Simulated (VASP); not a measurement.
# CoSn (P6/mmm) in VASP: notebook, part 2 of 3

VASP 6.6.1. Earlier steps stand in the parts before.

### 3 Single point, PBE (15.07 Å³/atom)

This run uses another cell than the first one, of 15.07 Å³/atom.

Input file INCAR:

```
PREC     = Accurate       # precision mode
ENCUT    = 520            # plane-wave cutoff, eV
EDIFF    = 1E-6           # SCF threshold, eV
ISMEAR   = 0              # smearing method
SIGMA    = 0.1            # smearing width, eV
LREAL    = False          # projectors in reciprocal space
LASPH    = True           # aspherical terms in the spheres
NELM     = 100            # most SCF steps
ALGO     = Fast           # electronic algorithm
ISIF     = 2              # what is computed and relaxed
LWAVE    = False          # write WAVECAR
LCHARG   = False          # write CHGCAR
GGA      = PE             # functional
NBANDS   = 44             # bands
```

Input file KPOINTS:

```
regular mesh
0
Gamma
  9 9 8
```

Input file POSCAR:

```
CoSn
1.0
    5.0756571017      0.0000000000      0.0000000000
   -2.5378285509      4.3956479910      0.0000000000
    0.0000000000      0.0000000000      4.0537749292
Co Sn
3 3
Direct
    0.0000000000      0.5000000000      0.0000000000
    0.5000000000      0.5000000000      0.0000000000
    0.5000000000      0.0000000000      0.0000000000
    0.6666666667      0.3333333333      0.5000000000
    0.3333333333      0.6666666667      0.5000000000
    0.0000000000      0.0000000000      0.0000000000
```

Potentials or basis: VASP PAW PBE potentials, release 64 (Co, Sn_d).

Command:

```console
$ cat potpaw_PBE.64/Co/POTCAR potpaw_PBE.64/Sn_d/POTCAR > POTCAR
$ mpirun -np 1 vasp_std > vasp.out
```

OUTCAR:

```text
PREC = Accurate
   ENCUT = 520
   EDIFF = 1E-6
   ISMEAR = 0
   LREAL = False
   LASPH = True
   NELM = 100
   ISIF = 2
   GGA = PE

 ion  position               nearest neighbor table
   1  0.000  0.500  0.000-   4 2.50   5 2.50   4 2.50   5 2.50   2 2.54   2 2.54   3 2.54   3 2.54
                             6 2.54   6 2.54
   2  0.500  0.500  0.000-   4 2.50   5 2.50   4 2.50   5 2.50   1 2.54   1 2.54   6 2.54   6 2.54
                             3 2.54   3 2.54
   3  0.500  0.000  0.000-   4 2.50   5 2.50   4 2.50   5 2.50   6 2.54   6 2.54   1 2.54   1 2.54
                             2 2.54   2 2.54
   4  0.667  0.333  0.500-   1 2.50   1 2.50   3 2.50   3 2.50   2 2.50   2 2.50   5 2.93   5 2.93
                             5 2.93   6 3.56   6 3.56   6 3.56   6 3.56   6 3.56   6 3.56
   5  0.333  0.667  0.500-   1 2.50   1 2.50   3 2.50   3 2.50   2 2.50   2 2.50   4 2.93   4 2.93
                             4 2.93   6 3.56   6 3.56   6 3.56   6 3.56   6 3.56   6 3.56
   6  0.000  0.000  0.000-   3 2.54   3 2.54   2 2.54   2 2.54   1 2.54   1 2.54   5 3.56   4 3.56
                             5 3.56   4 3.56   4 3.56   5 3.56   5 3.56   4 3.56   5 3.56   5 3.56

  LATTYP: Found a hexagonal cell.
 ALAT       =     5.0756571017
 C/A-ratio  =     0.7986699747

  Lattice vectors:

 A1 = (   5.0756571017,   0.0000000000,   0.0000000000)
 A2 = (  -2.5378285509,   4.3956479910,   0.0000000000)
 A3 = (   0.0000000000,   0.0000000000,   4.0537749292)

Analysis of symmetry for initial positions (statically):
=====================================================================
 Subroutine PRICEL returns:
 Original cell was already a primitive cell.

 Routine SETGRP: Setting up the symmetry group for a
 hexagonal supercell.

 Subroutine GETGRP returns: Found 24 space group operations
 (whereof 24 operations were pure point group operations)
 out of a pool of 24 trial point group operations.

The static configuration has the point symmetry D_6h.

Analysis of symmetry for dynamics (positions and initial velocities):
[... 139 lines left out ...]
     AMIX_MAG =   1.60;   BMIX_MAG =  1.00
  volume/ion in A,a.u.               =      15.07       101.72
  Fermi-wavevector in a.u.,A,eV,Ry     =   1.495890  2.826822 30.445569  2.237686
  Thomas-Fermi vector in A             =   2.607977
   LORBIT       =      0    0 simple, 1 ext, 2 COOP (PROOUT), +10 PAW based schemes
   GGA     = PE    functional components
   LHFCALC =     F    Hartree Fock is set to
   AEXX    =    0.0000 exact exchange contribution
   IVDW    =     0    specifies the selected vdW correction
   LEPSILON=     F    determine dielectric tensor
   LRPA    =     F    only Hartree local field effects (RPA)
 non-spin polarized calculation
 RMM-DIIS sequential band-by-band and
 Gauss-broadening in eV      SIGMA  =   0.10
  energy-cutoff  :      520.00
  volume of cell :       90.44
 maximum number of plane-waves:      2452
 NGX is ok and might be reduce to    40
   NGX = 19   NGY = 19   NGZ = 15

 number of electron      69.0000020 magnetization

 Free energy of the ion-electron system (eV)
  ---------------------------------------------------
  ext. energy  EPLUGINS =         0.00000000
  ---------------------------------------------------
  free energy    TOTEN  =       -32.50944733 eV

  energy without entropy =      -32.49864589  energy(sigma->0) =      -32.50404661

 E-fermi :  11.5939     XC(G=0): -12.3909

 val. band max:       11.5880537288   @ k =   0.3333   0.3333   0.2500
 cond. band min:      11.5958046992   @ k =   0.3333  -0.0000   0.1250
 fundamental gap:      0.0077509704
 Fermi energy:        11.5939014589

 k-point     1 :       0.0000    0.0000    0.0000
  band No.  band energies     occupation
      1      -9.9554      2.00000
      2      -9.8745      2.00000
      3      -9.8745      2.00000
      4      -9.8318      2.00000
      5      -9.8318      2.00000
      6      -9.7991      2.00000
[... 1117 lines left out ...]
     43      18.9832      0.00000
     44      19.3440      0.00000

 [... further k-points ...]
[... 5 lines left out ...]
  --------------------------------------------------------------------------------------
  -------------------------------------------------------------------------------------
  Total       12.4646696     12.4646696     12.4281885     -0.0000000     -0.0000000      0.0000000
  in kB      220.8088824    220.8088824    220.1626275     -0.0000000     -0.0000000      0.0000000
  external PRESSURE =     220.5934641 kB  Pullay stress =       0.0000000 kB

 VOLUME and BASIS-vectors are now :
 -----------------------------------------------------------------------------
  energy-cutoff  :      520.00
  volume of cell :       90.44
      direct lattice vectors                 reciprocal lattice vectors
     5.075657102  0.000000000  0.000000000     0.197018825  0.113748872  0.000000000
    -2.537828551  4.395647991  0.000000000     0.000000000  0.227497744  0.000000000
     0.000000000  0.000000000  4.053774929     0.000000000  0.000000000  0.246683651

 POSITION                                       TOTAL-FORCE (eV/Angst)
 -----------------------------------------------------------------------------------
     -1.26891      2.19782      0.00000        -0.000000      0.000000      0.000000
      1.26891      2.19782      0.00000        -0.000000      0.000000      0.000000
      2.53783      0.00000      0.00000        -0.000000      0.000000      0.000000
      2.53783      1.46522      2.02689        -0.000000     -0.000000      0.000000
     -0.00000      2.93043      2.02689         0.000000      0.000000      0.000000
      0.00000      0.00000      0.00000        -0.000000      0.000000      0.000000
 -----------------------------------------------------------------------------------
    total drift:                               -0.000000      0.000000     -0.000000

  FREE ENERGIE OF THE ION-ELECTRON SYSTEM (eV)
  ---------------------------------------------------
  free  energy   TOTEN  =       -32.5094473320 eV

  energy  without entropy=      -32.4986458878  energy(sigma->0) =      -32.50404661
```

stdout:

```text
POSCAR found type information on POSCAR CoSn
 POSCAR found :  2 types and       6 ions
 scaLAPACK will be used
 LDA part: xc-table for (Slater+PW92), standard interpolation
 POSCAR, INCAR and KPOINTS ok, starting setup
 FFT: planning ... GRIDC
 FFT: planning ... GRID_SOFT
 FFT: planning ... GRID
 WAVECAR not read
 entering main loop
```

Wall time 2.5 min (1 thread of Intel Xeon 6975P-C (Granite Rapids), shared host); peak memory 0.33 GiB.

What came out:

- Free energy: -32.5094 eV
- Pressure: 22.1 GPa
- Band gap on the k mesh: zero (an odd number of electrons rules out a gap without spin polarisation)

Levels at points of the mesh, in eV from the Fermi level:
```csv
k point,band 31,band 32,band 33,band 34,band 35,band 36,band 37,band 38
"(0.00, 0.00, 0.00)",-0.48,-0.48,-0.44,-0.44,0.64,0.93,1.64,1.64
"(0.00, 0.00, 0.50)",-1.04,-0.59,-0.55,-0.55,-0.43,-0.43,-0.21,0.65
```

Caveat: the cell stands under pressure; spin-orbit coupling is left out, which moves the levels of the heavy elements; the run has no spin polarisation, though such a crystal can be magnetic.

(Part 2 of 3 ends here.)
